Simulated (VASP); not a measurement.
# PtSe2 (C2/m) in VASP: a series of runs, part 2 of 2

VASP 6.6.1. The steps go on from the part before.

**3. Single point, PBE (strain -0.0300 x Voigt [0, 1, 0, 0, 0, 0])**

The input, INCAR:

```
PREC = Accurate
ENCUT = 520
EDIFF = 1E-6
ISMEAR = 0
SIGMA = 0.15
LREAL = F
LASPH = T
NELM = 100
ALGO = Normal
ISIF = 2
LWAVE = F
LCHARG = T
GGA = PE
LELF = T
LVHAR = T
NBANDS = 18
```

The input, KPOINTS:

```
Automatic mesh
0
Gamma
  12 12 10
```

The input, POSCAR:

```
PtSe2
1.0
    3.7240006046      0.0000000000      0.0000000000
   -1.8620003023      3.1283267535      0.0000000000
    0.0000000000      0.0000000000      5.0620000000
Pt Se
1 2
Direct
    0.0000000000      0.0000000000      0.0000000000
    0.3333333333      0.6666666667      0.2500000000
    0.6666666667      0.3333333333      0.7500000000
```

Potentials or basis: VASP PAW PBE potentials, release 64 (Pt, Se).

On the command line:

```sh
$ cat potpaw_PBE.64/Pt/POTCAR potpaw_PBE.64/Se/POTCAR > POTCAR
$ mpirun -np 1 vasp_std > vasp.out
```

OUTCAR:

```text
PREC = Accurate
   ENCUT = 520
   EDIFF = 1E-6
   ISMEAR = 0
   LREAL = F
   LASPH = T
   NELM = 100
   ISIF = 2
   GGA = PE

 ion  position               nearest neighbor table
   1  0.000  0.000  0.000-   2 2.44   3 2.44   3 2.48   2 2.48   3 2.48   2 2.48
   2  0.333  0.667  0.250-   1 2.44   1 2.48   1 2.48
   3  0.667  0.333  0.750-   1 2.44   1 2.48   1 2.48

  Warning from LATTYP: Monoclinic adjustment (A1->A3, A2->A1, A3->A2)!
  LATTYP: Found a base centered orthorhombic cell.
 ALAT       =     3.7240006046
 B/A-ratio  =     1.6800892834
 C/A-ratio  =     1.3592908642

  Lattice vectors:

 A1 = (   1.8620003023,  -3.1283267535,   0.0000000000)
 A2 = (   1.8620003023,   3.1283267535,   0.0000000000)
 A3 = (   0.0000000000,   0.0000000000,   5.0620000000)

Analysis of symmetry for initial positions (statically):
=====================================================================
 Subroutine PRICEL returns:
 Original cell was already a primitive cell.

 Routine SETGRP: Setting up the symmetry group for a
 base centered orthorhombic supercell.

 Subroutine GETGRP returns: Found  4 space group operations
 (whereof  4 operations were pure point group operations)
 out of a pool of  8 trial point group operations.

The static configuration has the point symmetry C_2h.

Analysis of symmetry for dynamics (positions and initial velocities):
=====================================================================
 Subroutine PRICEL returns:
 Original cell was already a primitive cell.

 Routine SETGRP: Setting up the symmetry group for a
 base centered orthorhombic supercell.

 Subroutine GETGRP returns: Found  4 space group operations
 (whereof  4 operations were pure point group operations)
 out of a pool of  8 trial point group operations.

The dynamic configuration has the point symmetry C_2h.

[... 116 lines left out ...]
   EFERMI_NEDOS =   21; number of points for ismear=-14 and -15
   IALGO  =     38    algorithm
   IMIX   =      4    mixing-type and parameters
     AMIX     =   0.40;   BMIX     =  1.00
     AMIX_MAG =   1.60;   BMIX_MAG =  1.00
  volume/ion in A,a.u.               =      19.66       132.65
  Fermi-wavevector in a.u.,A,eV,Ry     =   1.178513  2.227067 18.897036  1.388893
  Thomas-Fermi vector in A             =   2.314841
   LORBIT       =      0    0 simple, 1 ext, 2 COOP (PROOUT), +10 PAW based schemes
   GGA     = PE    functional components
   LHFCALC =     F    Hartree Fock is set to
   AEXX    =    0.0000 exact exchange contribution
   IVDW    =     0    specifies the selected vdW correction
   LEPSILON=     F    determine dielectric tensor
   LRPA    =     F    only Hartree local field effects (RPA)
 non-spin polarized calculation
 Gauss-broadening in eV      SIGMA  =   0.15
  energy-cutoff  :      520.00
  volume of cell :       58.97
 maximum number of plane-waves:      1610
   NGX = 13   NGY = 13   NGZ = 19

 number of electron      22.0000000 magnetization

 Free energy of the ion-electron system (eV)
  ---------------------------------------------------
  ext. energy  EPLUGINS =         0.00000000
  ---------------------------------------------------
  free energy    TOTEN  =       -14.04915322 eV

  energy without entropy =      -14.04272902  energy(sigma->0) =      -14.04594112

 E-fermi :   6.9803     XC(G=0): -10.7783

 val. band max:        6.9627412750   @ k =  -0.3333  -0.2500   0.1000
 cond. band min:       6.9967852648   @ k =  -0.3333   0.0833   0.3000
 fundamental gap:      0.0340439897
 Fermi energy:         6.9802902259

 k-point     1 :       0.0000    0.0000    0.0000
  band No.  band energies     occupation
      1      -9.0373      2.00000
      2      -6.0868      2.00000
      3      -0.5519      2.00000
      4       0.2111      2.00000
      5       0.2465      2.00000
      6       2.6801      2.00000
[... 481 lines left out ...]
      5       1.3427      2.00000
      6       1.9120      2.00000
[... 10 lines left out ...]
     17      16.3910      0.00000
     18      16.9872      0.00000

 [... further k-points ...]

------------------------ aborting loop because EDIFF is reached ----------------------------------------

  FORCE on cell =-STRESS in cart. coord.  units (eV):
  Direction    XX          YY          ZZ          XY          YZ          ZX
  --------------------------------------------------------------------------------------
  -------------------------------------------------------------------------------------
  Total        4.2732191      6.2201294      3.5729562      0.0000000      0.7584791      0.0000000
  in kB      116.0972024    168.9919457     97.0720671      0.0000000     20.6067822      0.0000000
  external PRESSURE =     127.3870717 kB  Pullay stress =       0.0000000 kB

 VOLUME and BASIS-vectors are now :
 -----------------------------------------------------------------------------
  energy-cutoff  :      520.00
  volume of cell :       58.97
      direct lattice vectors                 reciprocal lattice vectors
     3.724000605  0.000000000  0.000000000     0.268528420  0.159829851  0.000000000
    -1.862000302  3.128326754  0.000000000     0.000000000  0.319659703  0.000000000
     0.000000000  0.000000000  5.062000000     0.000000000  0.000000000  0.197550375

 POSITION                                       TOTAL-FORCE (eV/Angst)
 -----------------------------------------------------------------------------------
      0.00000      0.00000      0.00000        -0.000000      0.000000      0.000000
     -0.00000      2.08555      1.26550         0.000000      0.229748      0.979106
      1.86200      1.04278      3.79650        -0.000000     -0.229748     -0.979106
 -----------------------------------------------------------------------------------
    total drift:                               -0.000000     -0.000000     -0.000000

  FREE ENERGIE OF THE ION-ELECTRON SYSTEM (eV)
  ---------------------------------------------------
  free  energy   TOTEN  =       -14.0491532172 eV

  energy  without entropy=      -14.0427290203  energy(sigma->0) =      -14.04594112
```

Run time: 8.2 min. Hardware: 1 thread of AMD EPYC 7R13, shared host; peak memory 0.52 GiB.

What came out:

```
Free energy            : -14.0492 eV
Pressure               : 12.7 GPa
Largest force          : 1.006 eV/Å
Band gap on the k mesh : zero (bands 11 and 12 overlap by 0.41 eV)
```

Forces in eV/Å, atoms in the order of the input:
```
Pt   0.000  0.000  0.000
Se   0.000  0.230  0.979
Se   0.000 -0.230 -0.979
```

Levels at points of the mesh, in eV from the Fermi level:
```csv
k point,band 7,band 8,band 9,band 10,band 11,band 12,band 13,band 14,band 15,band 16
"(0.00, 0.00, 0.00)",-4.19,-2.75,-1.16,-1.01,0.35,1.49,1.59,3.59,4.48,7.05
"(0.50, 0.00, 0.00)",-3.97,-3.70,-3.54,-3.53,-3.08,0.64,2.48,4.99,5.90,7.11
"(0.00, 0.50, 0.00)",-3.84,-3.82,-3.67,-3.60,-3.05,0.77,2.36,4.68,5.54,6.99
"(0.00, 0.00, 0.50)",-4.21,-3.13,-1.72,-1.59,-1.44,2.36,2.45,4.75,6.54,6.59
"(0.50, 0.00, 0.50)",-3.75,-3.67,-3.40,-2.85,-1.48,1.07,1.66,4.62,4.71,6.95
"(0.00, 0.50, 0.50)",-3.74,-3.68,-3.29,-3.12,-1.53,0.94,1.69,4.53,4.59,7.03
```

Caveat: the cell differs from its parent crystal (strain -0.0300 x Voigt [0, 1, 0, 0, 0, 0]); the stress differs along the axes, from 10 to 17 GPa; spin-orbit coupling is left out, which moves the levels of the heavy elements; forces of over 1 eV/Å act on the atoms, so gaps and moduli don't describe the material at rest.

**4. Single point, PBE (strain -0.0150 x Voigt [0, 1, 0, 0, 0, 0])**

The input, INCAR:

```
PREC = Accurate
ENCUT = 520
EDIFF = 1E-7
ISMEAR = 0
SIGMA = 0.15
LREAL = F
LASPH = T
NELM = 100
ALGO = Normal
ISIF = 2
LWAVE = F
LCHARG = F
GGA = PE
NBANDS = 18
```

KPOINTS is that of step 3.

POSCAR: that of step 3 with these lines changed.

```diff
@@ -3,3 +3,3 @@
     3.7240006046      0.0000000000      0.0000000000
-   -1.8620003023      3.1283267535      0.0000000000
+   -1.8620003023      3.1767029404      0.0000000000
     0.0000000000      0.0000000000      5.0620000000
```

On the command line:

```sh
$ cat potpaw_PBE.64/Pt/POTCAR potpaw_PBE.64/Se/POTCAR > POTCAR
$ mpirun -np 1 vasp_std > vasp.out
```

Wall time 9.4 min (1 thread of AMD EPYC 7R13, shared host); peak memory 0.52 GiB.

It converged, with:

- Free energy: -14.1319 eV
- Pressure: 9.9 GPa
- Largest force: 0.773 eV/Å
- Band gap on the k mesh: zero (bands 11 and 12 overlap by 0.40 eV)

Forces on the atoms (eV/Å):
```
Pt   0.000  0.000  0.000
Se   0.000  0.101  0.766
Se   0.000 -0.101 -0.766
```

Stress tensor (GPa, compression positive):
```
 9.72  0.00  0.00
 0.00 12.20  0.91
 0.00  0.91  7.72
```

Levels at points of the mesh, in eV from the Fermi level:
```csv
k point,band 7,band 8,band 9,band 10,band 11,band 12,band 13,band 14,band 15,band 16
"(0.00, 0.00, 0.00)",-4.12,-2.68,-1.13,-1.05,0.37,1.47,1.52,3.59,4.33,7.16
"(0.50, 0.00, 0.00)",-3.85,-3.61,-3.55,-3.50,-3.04,0.65,2.41,4.87,5.85,7.10
"(0.00, 0.50, 0.00)",-3.79,-3.69,-3.61,-3.52,-3.03,0.71,2.35,4.72,5.68,7.04
"(0.00, 0.00, 0.50)",-4.15,-3.05,-1.73,-1.56,-1.49,2.32,2.37,4.77,6.43,6.66
"(0.50, 0.00, 0.50)",-3.65,-3.61,-3.33,-2.87,-1.44,1.02,1.58,4.58,4.73,7.05
"(0.00, 0.50, 0.50)",-3.65,-3.62,-3.27,-3.00,-1.46,0.96,1.60,4.54,4.68,7.09
```

Caveat: the cell differs from its parent crystal (strain -0.0150 x Voigt [0, 1, 0, 0, 0, 0]); the cell stands under pressure; spin-orbit coupling is left out, which moves the levels of the heavy elements.

**5. Summary**

| cell | gap on the mesh (eV) | pressure (GPa) | largest force (eV/Å) |
| --- | --- | --- | --- |
| a = 3.724, b = 3.599, c = 5.062 Å, angles 90.0, 90.0, 121.2°, 3 atoms | none | 15.9 | 1.28 |
| a = 3.724, b = 3.641, c = 5.062 Å, angles 90.0, 90.0, 120.8°, 3 atoms | none | 12.7 | 1.01 |
| a = 3.724, b = 3.682, c = 5.062 Å, angles 90.0, 90.0, 120.4°, 3 atoms | none | 9.9 | 0.77 |

Alike in all rows: task single point; level PBE; potentials or basis VASP PAW PBE potentials, release 64 (Pt, Se); no spin polarisation; k mesh 12 × 12 × 10; cutoff (eV) 520; smearing gaussian 0.15 eV.

Caveats: spin-orbit coupling is left out, which moves the levels of the heavy elements; forces of over 1 eV/Å act on the atoms, so gaps and moduli don't describe the material at rest (at least some runs); the stress differs along the axes, from 12 to 22 GPa (at least some runs); the stress differs along the axes, from 10 to 17 GPa (at least some runs); the cell stands under pressure (at least some runs).

Absolute energies hang on the potentials; compare differences alone.

The gap in the log of VASP goes by the Fermi energy; the results here count the filled bands.